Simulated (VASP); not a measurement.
Runs of VASP 6.6.1 on NaI. The structure is that of space group Fm-3m (No. 225), or close to it. The cells are those of the table. 

```csv
cell,gap on the mesh (eV),pressure (GPa)
"a = 4.531 Å, angles 60.0°, 2 atoms",3.72,(b)
"a = 4.577 Å, angles 60.0°, 2 atoms",3.64,0.5
"a = 4.622 Å, angles 60.0°, 2 atoms",(a),0.0
"a = 4.667 Å, angles 60.0°, 2 atoms",3.49,-0.4
"a = 4.484 Å, angles 60.0°, 2 atoms",3.81,1.7
```

Alike in all rows: task single point; level PBE; potentials or basis VASP PAW PBE potentials, release 64 (I, Na_pv); no spin polarisation; k mesh 11 × 11 × 11; cutoff (eV) 520; smearing fermi-dirac 0.02 eV.

Q: Estimate the missing entries.

A: (a) 3.56; (b) 1.0.

Caveats: spin-orbit coupling is left out, which moves the levels of the heavy elements.

A k mesh can miss the band edges, and the runs leave out spin-orbit coupling on I.
